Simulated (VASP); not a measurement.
A run of VASP 6.6.1 is set up as follows.

The input INCAR:

```
PREC = Accurate
ENCUT = 600
EDIFF = 1E-6
ISMEAR = -1
SIGMA = 0.05
LREAL = F
LASPH = T
NELM = 80
ALGO = Normal
ISIF = 3
LWAVE = F
LCHARG = F
GGA = PE
IBRION = 2
NSW = 60
EDIFFG = -0.01
PSTRESS = 100.0
```

File KPOINTS:

```
regular mesh
0
Gamma
  7 7 7
```

File POSCAR:

```
HgTe
1.0
    0.0000000000      3.2145000000      3.2145000000
    3.2145000000      0.0000000000      3.2145000000
    3.2145000000      3.2145000000      0.0000000000
Hg Te
1 1
Direct
    0.0000000000      0.0000000000      0.0000000000
    0.7500000000      0.7500000000      0.7500000000
```

Potentials or basis: VASP PAW PBE potentials, release 64 (Hg, Te).

Command:

```bash
$ cat potpaw_PBE.64/Hg/POTCAR potpaw_PBE.64/Te/POTCAR > POTCAR
$ mpirun -np 1 vasp_std > vasp.out
```

Task: Estimate the relaxed cell.

Result: a = 4.429 Å, b = 4.429 Å, c = 4.429 Å, α = 60.00°, β = 60.00°, γ = 60.00°.

Task: Estimate the space group after relaxing (to 0.05 Å).

Result: F-43m (No. 216).

Task: What does it give for the relaxed volume?

Result: 30.71 Å³/atom.

Task: Estimate the band gap on the k mesh.

Result: Zero (filled and empty bands touch).

Final structure:
```cif
data_structure
_symmetry_space_group_name_H-M 'P 1'
_symmetry_Int_Tables_number 1
_cell_length_a 4.4288
_cell_length_b 4.4288
_cell_length_c 4.4288
_cell_angle_alpha 60.000
_cell_angle_beta 60.000
_cell_angle_gamma 60.000
_cell_volume 61.43
loop_
_atom_site_label
_atom_site_type_symbol
_atom_site_fract_x
_atom_site_fract_y
_atom_site_fract_z
_atom_site_occupancy
Hg1 Hg 0.00000 0.00000 0.00000 1
Te1 Te 0.75000 0.75000 0.75000 1
```

Caveat: the cell is relaxed towards a set pressure, so the enthalpy falls and the energy may rise; spin-orbit coupling is left out, which moves the levels of the heavy elements.
